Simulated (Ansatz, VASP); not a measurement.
## ZnS: VASP beside Ansatz

POSCAR

```
ZnS
1.0
    0.0000000000      2.7046500000      2.7046500000
    2.7046500000      0.0000000000      2.7046500000
    2.7046500000      2.7046500000      0.0000000000
Zn S
1 1
Direct
    0.0000000000      0.0000000000      0.0000000000
    0.7761441141      0.7500000000      0.7500000000
```

Contents of INCAR.step1:

```
ALGO     = Normal         # electronic algorithm
EDIFF    = 1E-4           # SCF threshold, eV
ENCUT    = 520            # plane-wave cutoff, eV
GGA      = PE             # functional
ISMEAR   = 0              # smearing method
LASPH    = True           # aspherical terms in the spheres
LCHARG   = False          # write CHGCAR
LREAL    = False          # projectors in reciprocal space
LWAVE    = True           # write WAVECAR
NBANDS   = 16             # bands
NELM     = 80             # most SCF steps
PREC     = Accurate       # precision mode
SIGMA    = 0.05           # smearing width, eV
```

Contents of INCAR.step2:

```
ALGO     = Normal         # electronic algorithm
EDIFF    = 1E-6           # SCF threshold, eV
ENCUT    = 520            # plane-wave cutoff, eV
ISIF     = 2              # what is computed and relaxed
ISMEAR   = 0              # smearing method
ISTART   = 1            
LASPH    = True           # aspherical terms in the spheres
LCHARG   = True           # write CHGCAR
LELF     = True           # ELF
LMIXTAU  = True         
LREAL    = False          # projectors in reciprocal space
LVHAR    = True         
LWAVE    = False          # write WAVECAR
METAGGA  = R2SCAN         # meta-GGA
NBANDS   = 16             # bands
NELM     = 80             # most SCF steps
PREC     = Accurate       # precision mode
SIGMA    = 0.05           # smearing width, eV
```

The input KPOINTS:

```
k-points
0
Gamma
  8 8 8
```

Input for Ansatz:

```yaml
crystal:
  lattice:
    - [0.0, 2.70465, 2.70465]
    - [2.70465, 0.0, 2.70465]
    - [2.70465, 2.70465, 0.0]
  atoms:
    - { symbol: Zn, position: [0.0, 0.0, 0.0] }
    - { symbol: S, position: [0.7761441141, 0.75, 0.75] }
basis:
  ecutwfc: 500
kpoints:
  mp_grid: { grid: [8, 8, 8] }
hamiltonian:
  xc: r2scan
scf:
  occupations: { method: gaussian, width: 0.05 }
output:
  forces: true
  stress: true
  eigenvalues: true
```

Change from the starting cell: all S atoms moved -0.100 Å, as atom 2 towards its neighbour atom 2 (S) at 3.825 Å.

Alike in both runs: task single point; functional r2SCAN; k mesh 8 × 8 × 8; occupations gaussian, width 0.05 eV; no spin polarisation.

|  | VASP | Ansatz |
| --- | --- | --- |
| version | VASP 6.6.1 | Ansatz 0.2.0 |
| potentials or method | VASP PAW PBE potentials, release 64 (Zn, S), cutoff 520 eV | scalar-relativistic, plane waves, PAW |
| valence electrons in the cell | 18 | 18 |

```csv
,VASP,Ansatz,Ansatz less VASP
gap on the k mesh at the Fermi level (eV),2.60,2.59,-0.009
least direct gap on the mesh (eV),2.60,2.59,-0.009
pressure (GPa),-0.5,-0.5,-0.06
"traceless stress, the component that is largest in VASP (GPa)",1.56,1.55,-0.012
rms of the force components (eV/Å),0.343,0.340,-0.0032
```

VASP's potentials were made for PBE, not for r2SCAN. Atom by atom the forces differ by 0.003 eV/Å (rms over components).
